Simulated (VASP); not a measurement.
# InSe (C2/m) in VASP: notebook

Runs on InSe. Level: PBEsol. Tasks: single point.

Program: VASP 6.6.1. These are calculated values, not measurements. Logs are shortened: lines on timing, memory, paths and dates and some standing lists are left out, and cuts for length are marked.

**1. The cell of the first run**

Symmetry: C2/m, No. 12, monoclinic system. Conventional cell: a = 10.673 Å, b = 3.988 Å, c = 3.584 Å, α = 90.00°, β = 105.08°, γ = 90.00°. Within 3.7 Å of In (site symmetry m) lie 7 Se at 2.54 to 3.46 Å and 6 In at 2.62 to 3.64 Å. Se (site symmetry m) has 7 In at 2.54 to 3.46 Å and 7 Se at 2.90 to 3.68 Å within 3.7 Å.

**2. Single point, PBEsol**

File INCAR:

```
SYSTEM = InSe
PREC = Accurate ; ENCUT = 520
EDIFF = 1E-7 ; ISMEAR = -1
SIGMA = 0.05 ; LREAL = .FALSE.
LASPH = .TRUE. ; NELM = 100
ALGO = Normal ; ISIF = 2
LWAVE = .FALSE. ; LCHARG = .FALSE.
GGA = PS ; NBANDS = 27
```

File KPOINTS:

```
Automatic mesh
0
G
  7 7 6
  0 0 0
```

File POSCAR:

```
InSe
1.0
    5.5978737400     -1.9938511083      0.1787698693
    5.5978737400      1.9938511083      0.1787698693
   -1.5092472801      0.0000000000      3.2506071392
In Se
2 2
Direct
    0.8807897888      0.8807897888     -0.0205873432
    0.1192102112      0.1192102112      1.0205873432
    0.6371504095      0.6371504095      0.5761767258
    0.3628495905      0.3628495905      0.4238232742
```

Potentials or basis: VASP PAW PBE potentials, release 64 (In_d, Se).

Launch:

```bash
> cat potpaw_PBE.64/In_d/POTCAR potpaw_PBE.64/Se/POTCAR > POTCAR
> mpirun -np 1 vasp_std > vasp.out
```

OUTCAR:

```text
SYSTEM = InSe
   PREC = Accurate
   ENCUT = 520
   EDIFF = 1E-7
   ISMEAR = -1
   LREAL = .FALSE.
   LASPH = .TRUE.
   NELM = 100
   ISIF = 2
   GGA = PS

 ion  position               nearest neighbor table
   1  0.881  0.881  0.979-   3 2.54   4 2.61   4 2.61   2 2.62   4 2.77   4 2.77   2 3.59   2 3.59
                             2 3.64
   2  0.119  0.119  0.021-   4 2.54   3 2.61   3 2.61   1 2.62   3 2.77   3 2.77   1 3.59   1 3.59
                             1 3.64
   3  0.637  0.637  0.576-   1 2.54   2 2.61   2 2.61   2 2.77   2 2.77
   4  0.363  0.363  0.424-   2 2.54   1 2.61   1 2.61   1 2.77   1 2.77

  Warning from LATTYP: Got some problem with cell dimensions!
  Tried to take original basis but could not verify dimensions!
  LATTYP: Found a base centered monoclinic cell.
 ALAT       =    10.6728614710
 B/A-ratio  =     0.3736300923
 C/A-ratio  =     0.3357947566
 COS(beta)  =    -0.2602227822

  Lattice vectors:

 A1 = (  -4.0886264599,   1.9938511083,  -3.4293770085)
 A2 = (  -4.0886264599,  -1.9938511083,  -3.4293770085)
 A3 = (  -1.5092472801,   0.0000000000,   3.2506071392)

Analysis of symmetry for initial positions (statically):
=====================================================================
 Subroutine PRICEL returns:
 Original cell was already a primitive cell.

 Routine SETGRP: Setting up the symmetry group for a
 base centered monoclinic supercell.

 Subroutine GETGRP returns: Found  4 space group operations
 (whereof  4 operations were pure point group operations)
 out of a pool of  4 trial point group operations.

The static configuration has the point symmetry C_2h.

Analysis of symmetry for dynamics (positions and initial velocities):
=====================================================================
 Subroutine PRICEL returns:
 Original cell was already a primitive cell.

 Routine SETGRP: Setting up the symmetry group for a
 base centered monoclinic supercell.

 Subroutine GETGRP returns: Found  4 space group operations
 (whereof  4 operations were pure point group operations)
 out of a pool of  4 trial point group operations.

The dynamic configuration has the point symmetry C_2h.

 Subroutine INISYM returns: Found  4 space group operations
 (whereof  4 operations are pure point group operations),
 and found     1 'primitive' translations

[... 96 lines left out ...]
   ENCUT  =  520.0 eV  38.22 Ry    6.18 a.u.  11.05 11.05  6.66*2*pi/ulx,y,z
   NELM   =    100;   NELMIN=  2; NELMDL= -5     # of ELM steps
   EDIFF  = 0.1E-06   stopping-criterion for ELM
   LREAL  =      F    real-space projection
   EDIFFG = 0.1E-05   stopping-criterion for IOM
   NSW    =      0    number of steps for IOM
   IBRION =     -1    ionic relax: 0-MD 1-quasi-New 2-CG
   NFREE  =      0    steps in history (QN), initial steepest desc. (CG)
   ISIF   =      2    stress and relaxation
   ISYM   =      2    0-nonsym 1-usesym 2-fastsym
   POTIM  = 0.5000    time-step for ionic-motion
   TEBEG  =    0.0;   TEEND  =   0.0 temperature during run
   PSTRESS=    0.0 pullay stress
   NELECT =      38.0000    total number of electrons
   NUPDOWN=      -1.0000    fix difference up-down
   EMIN   =  10.00;   EMAX   =-10.00  energy-range for DOS
   EFERMI =   0.00;   METHOD = LEGACY
   ISMEAR =    -1;   SIGMA  =   0.05  broadening in eV -4-tet -1-fermi 0-gaus
   EFERMI_NEDOS =   21; number of points for ismear=-14 and -15
   IALGO  =     38    algorithm
   IMIX   =      4    mixing-type and parameters
     AMIX     =   0.40;   BMIX     =  1.00
     AMIX_MAG =   1.60;   BMIX_MAG =  1.00
  volume/ion in A,a.u.               =      18.41       124.23
  Fermi-wavevector in a.u.,A,eV,Ry     =   1.313112  2.481422 23.460033  1.724264
  Thomas-Fermi vector in A             =   2.443458
   LORBIT       =      0    0 simple, 1 ext, 2 COOP (PROOUT), +10 PAW based schemes
   GGA     = PS    functional components
   LHFCALC =     F    Hartree Fock is set to
   AEXX    =    0.0000 exact exchange contribution
   IVDW    =     0    specifies the selected vdW correction
   LEPSILON=     F    determine dielectric tensor
   LRPA    =     F    only Hartree local field effects (RPA)
 non-spin polarized calculation
  energy-cutoff  :      520.00
  volume of cell :       73.64
 maximum number of plane-waves:      2001
 NGX is ok and might be reduce to    48
   NGX = 23   NGY = 23   NGZ = 13

 number of electron      38.0000005 magnetization

 Free energy of the ion-electron system (eV)
  ---------------------------------------------------
  ext. energy  EPLUGINS =         0.00000000
  ---------------------------------------------------
  free energy    TOTEN  =       -13.68296229 eV

  energy without entropy =      -13.67876066  energy(sigma->0) =      -13.68086147

 E-fermi :   9.6234     XC(G=0): -11.5339

 val. band max:        9.5823774104   @ k =   0.1429   0.1429   0.5000
 cond. band min:       9.6263573203   @ k =  -0.4286   0.2857   0.5000
 fundamental gap:      0.0439799099
 Fermi energy:         9.6233728225

 k-point     1 :       0.0000    0.0000    0.0000
  band No.  band energies     occupation
      1      -6.6924      2.00000
      2      -6.3300      2.00000
      3      -5.9535      2.00000
      4      -5.5499      2.00000
      5      -5.5472      2.00000
      6      -5.5252      2.00000
[... 709 lines left out ...]
     26      17.3042      0.00000
     27      17.3511      0.00000

 [... further k-points ...]

------------------------ aborting loop because EDIFF is reached ----------------------------------------

  FORCE on cell =-STRESS in cart. coord.  units (eV):
  Direction    XX          YY          ZZ          XY          YZ          ZX
  --------------------------------------------------------------------------------------
  -------------------------------------------------------------------------------------
  Total       13.9017239     13.9277717     13.8924171      0.0000000      0.0000000      0.0058942
  in kB      302.4661119    303.0328446    302.2636184      0.0000000      0.0000000      0.1282430
  external PRESSURE =     302.5875250 kB  Pullay stress =       0.0000000 kB

 VOLUME and BASIS-vectors are now :
 -----------------------------------------------------------------------------
  energy-cutoff  :      520.00
  volume of cell :       73.64
      direct lattice vectors                 reciprocal lattice vectors
     5.597873740 -1.993851108  0.178769869     0.088014594 -0.250770982  0.040864916
     5.597873740  1.993851108  0.178769869     0.088014594  0.250770982  0.040864916
    -1.509247280  0.000000000  3.250607139    -0.009680873  0.000000000  0.303140037

 POSITION                                       TOTAL-FORCE (eV/Angst)
 -----------------------------------------------------------------------------------
      8.38292      0.00000      3.49860         0.019315      0.000000      0.005548
      1.30358      0.00000      0.10954        -0.019315      0.000000     -0.005548
      6.26378      0.00000      2.10073        -0.007522      0.000000     -0.012769
      3.42272      0.00000      1.50742         0.007522      0.000000      0.012769
 -----------------------------------------------------------------------------------
    total drift:                               -0.000000     -0.000000      0.000000

  FREE ENERGIE OF THE ION-ELECTRON SYSTEM (eV)
  ---------------------------------------------------
  free  energy   TOTEN  =       -13.6829622869 eV

  energy  without entropy=      -13.6787606630  energy(sigma->0) =      -13.68086147
```

OSZICAR:

```text
N       E                     dE             d eps       ncg     rms          rms(c)
DAV:   1     0.351056871210E+03    0.35106E+03   -0.18064E+04  4761   0.183E+03
DAV:   2     0.255028730685E+02   -0.32555E+03   -0.31557E+03  4796   0.431E+02
DAV:   3    -0.126077508880E+02   -0.38111E+02   -0.37325E+02  5869   0.150E+02
DAV:   4    -0.140709158256E+02   -0.14632E+01   -0.14580E+01  5901   0.284E+01
DAV:   5    -0.141123171340E+02   -0.41401E-01   -0.41393E-01  7051   0.480E+00    0.975E+00
DAV:   6    -0.137357378376E+02    0.37658E+00   -0.61019E-01  6712   0.152E+01    0.570E+00
DAV:   7    -0.136872003044E+02    0.48538E-01   -0.32293E-01  7407   0.678E+00    0.104E+00
DAV:   8    -0.136831182195E+02    0.40821E-02   -0.58484E-02  7302   0.329E+00    0.703E-01
DAV:   9    -0.136830307131E+02    0.87506E-04   -0.40843E-03  5570   0.427E-01    0.215E-01
DAV:  10    -0.136829634744E+02    0.67239E-04   -0.54048E-04  6968   0.439E-01    0.121E-01
DAV:  11    -0.136829687038E+02   -0.52294E-05   -0.21278E-04  7338   0.190E-01    0.376E-02
DAV:  12    -0.136829621423E+02    0.65616E-05   -0.31319E-05  6430   0.454E-02    0.250E-02
DAV:  13    -0.136829624988E+02   -0.35650E-06   -0.28626E-06  5681   0.113E-02    0.815E-03
DAV:  14    -0.136829623644E+02    0.13436E-06   -0.10214E-06  6999   0.912E-03    0.308E-03
DAV:  15    -0.136829622869E+02    0.77580E-07   -0.71734E-08  2952   0.273E-03
   1 F= -.13682962E+02 E0= -.13680861E+02  d E =-.420162E-02
```

stdout:

```text
POSCAR found type information on POSCAR InSe
 POSCAR found :  2 types and       4 ions
 scaLAPACK will be used
 -----------------------------------------------------------------------------
|                                                                             |
|                                                                             |
|     You enforced a specific xc type in the INCAR file but a different       |
|     I HOPE YOU KNOW WHAT YOU ARE DOING!                                     |
|                                                                             |
 -----------------------------------------------------------------------------

 LDA part: xc-table for (Slater+PW92), standard interpolation
 POSCAR, INCAR and KPOINTS ok, starting setup
 FFT: planning ... GRIDC
 FFT: planning ... GRID_SOFT
 FFT: planning ... GRID
 WAVECAR not read
 entering main loop
```

It took 5.2 min on 1 thread of Intel Xeon 8259CL, shared host; peak memory 0.34 GiB.

Results:

```yaml
Free_energy: -13.6830 eV
Pressure: 30.3 GPa
Largest_force: 0.020 eV/Å
Band_gap_on_the_k_mesh: zero (bands 19 and 20 overlap by 0.81 eV)
```

Forces in eV/Å, atoms in the order of the input:
```
In   0.019  0.000  0.006
In  -0.019  0.000 -0.006
Se  -0.008  0.000 -0.013
Se   0.008  0.000  0.013
```

Levels at points of the mesh, in eV from the Fermi level:
```tsv
k point	band 15	band 16	band 17	band 18	band 19	band 20	band 21	band 22	band 23	band 24
(0.00, 0.00, 0.00)	-4.23	-4.15	-4.12	-3.33	-2.54	2.24	3.45	4.19	6.04	6.23
(0.00, 0.00, 0.50)	-2.94	-2.84	-2.34	-1.79	-0.89	-0.41	2.11	3.15	3.52	3.69
```

Caveat: the cell stands under pressure; the PAW data sets were made with another functional, which shifts forces and pressure a little; spin-orbit coupling is left out, which moves the levels of the heavy elements.

**3. Single point, PBEsol**

This run uses another cell than the first one, of 24.06 Å³/atom.

File INCAR:

```
PREC = Accurate
ENCUT = 520
EDIFF = 1E-6
ISMEAR = -1
SIGMA = 0.05
LREAL = False
LASPH = True
NELM = 100
ALGO = Normal
ISIF = 2
LWAVE = False
LCHARG = True
GGA = PS
LELF = True
LVHAR = True
NBANDS = 27
```

File KPOINTS:

```
Automatic mesh
0
Gamma
  7 7 6
```

File POSCAR:

```
InSe
1.0
    5.9180326957     -2.0466170367      0.1465378220
    5.9180326957      2.0466170367      0.1465378220
   -1.6303339982      0.0000000000      3.9328984524
In Se
2 2
Direct
    0.8822436457      0.8822436457     -0.0072744979
    0.1177563543      0.1177563543      1.0072744979
    0.6480761916      0.6480761916      0.6238300742
    0.3519238084      0.3519238084      0.3761699258
```

Potentials or basis: VASP PAW PBE potentials, release 64 (In_d, Se).

Launch:

```bash
> cat potpaw_PBE.64/In_d/POTCAR potpaw_PBE.64/Se/POTCAR > POTCAR
> mpirun -np 1 vasp_std > vasp.out
```

It took 5.8 min on 1 thread of Intel Xeon 8259CL, shared host; peak memory 0.38 GiB.

The run converged. Its results:

```yaml
Free_energy: -15.5138 eV
Pressure: 2.1 GPa
Largest_force: 0.025 eV/Å
Band_gap_on_the_k_mesh: 0.25 eV (least direct gap 0.98 eV)
```

Forces on the atoms (eV/Å):
```
In   0.024  0.000 -0.002
In  -0.024  0.000  0.002
Se  -0.004  0.000 -0.016
Se   0.004  0.000  0.016
```

Levels at points of the mesh, in eV from the valence-band top:
```csv
k point,band 15,band 16,band 17,band 18,band 19,band 20,band 21,band 22,band 23,band 24
"(0.00, 0.00, 0.00)",-3.88,-2.93,-2.77,-2.17,-1.99,2.31,3.63,4.27,5.11,5.19
"(0.00, 0.00, 0.50)",-2.16,-2.11,-1.98,-1.38,-0.23,0.75,2.69,2.92,3.22,4.77
```

Caveat: the PAW data sets were made with another functional, which shifts forces and pressure a little; spin-orbit coupling is left out, which moves the levels of the heavy elements; an odd mesh through Γ misses points on the zone boundary, where band edges can lie.

**4. Single point, PBEsol**

This run uses another cell than the first one, of 25.79 Å³/atom.

File INCAR:

```
SYSTEM = InSe
  PREC = Accurate
  ENCUT = 520
  EDIFF = 1E-7
  ISMEAR = -1
  SIGMA = 0.05
  LREAL = .FALSE.
  LASPH = .TRUE.
  NELM = 60
  ALGO = Normal
  ISIF = 2
  LWAVE = .FALSE.
  LCHARG = .FALSE.
  GGA = PS
  NBANDS = 27
```

File KPOINTS:

```
regular mesh
0
G
  7 7 6
  0 0 0
```

File POSCAR:

```
InSe
1.0
    5.8741564576     -2.0551766244      0.0804590230
    5.8741564576      2.0551766244      0.0804590230
   -1.6714702482      0.0000000000      4.2499268828
In Se
2 2
Direct
    0.8857395501      0.8857395501      0.0287334545
    0.1142604499      0.1142604499      0.9712665455
    0.6546600254      0.6546600254      0.6375935546
    0.3453399746      0.3453399746      0.3624064454
```

Launch:

```bash
> cat potpaw_PBE.64/In_d/POTCAR potpaw_PBE.64/Se/POTCAR > POTCAR
> mpirun -np 1 vasp_std > vasp.out
```

Run time: 7.4 min. Hardware: 1 thread of Intel Xeon 8259CL, shared host; peak memory 0.42 GiB.

It converged, with:

```
Free energy            : -15.5524 eV
Pressure               : 0.1 GPa
Largest force          : 0.021 eV/Å
Band gap on the k mesh : 0.77 eV (least direct gap 1.06 eV)
```

Forces on the atoms (eV/Å):
```
In   0.021  0.000  0.002
In  -0.021  0.000 -0.002
Se  -0.007  0.000 -0.018
Se   0.007  0.000  0.018
```

Levels at points of the mesh, in eV from the valence-band top:
```
           k point  band 15  band 16  band 17  band 18  band 19  band 20  band 21  band 22  band 23  band 24
(0.00, 0.00, 0.00)    -3.78    -2.70    -2.42    -1.91    -1.56     2.57     3.31     3.82     4.92     5.14
(0.00, 0.00, 0.50)    -2.10    -1.92    -1.79    -1.30    -0.29     0.77     2.29     3.31     3.34     5.48
```

Caveat: the PAW data sets were made with another functional, which shifts forces and pressure a little; spin-orbit coupling is left out, which moves the levels of the heavy elements; an odd mesh through Γ misses points on the zone boundary, where band edges can lie.

**5. Overview**

| cell | gap on the mesh (eV) | pressure (GPa) | largest force (eV/Å) |
| --- | --- | --- | --- |
| a = 5.945, b = 5.945, c = 3.584 Å, angles 111.7, 111.7, 39.2°, 4 atoms, atomic positions A | none | 30.3 | 0.02 |
| a = 6.264, b = 6.264, c = 4.257 Å, angles 109.9, 109.9, 38.1°, 4 atoms, atomic positions B | 0.25 | 2.1 | 0.02 |
| a = 6.224, b = 6.224, c = 4.567 Å, angles 109.5, 109.5, 38.6°, 4 atoms, atomic positions C | 0.77 | 0.1 | 0.02 |

Alike in all rows: task single point; level PBEsol; potentials or basis VASP PAW PBE potentials, release 64 (In_d, Se); no spin polarisation; k mesh 7 × 7 × 6; cutoff (eV) 520; smearing fermi-dirac 0.05 eV.

Caveats: the PAW data sets were made with another functional, which shifts forces and pressure a little; spin-orbit coupling is left out, which moves the levels of the heavy elements; an odd mesh through Γ misses points on the zone boundary, where band edges can lie (at least some runs); the cell stands under pressure (at least some runs).

Absolute energies hang on the potentials; compare differences alone.
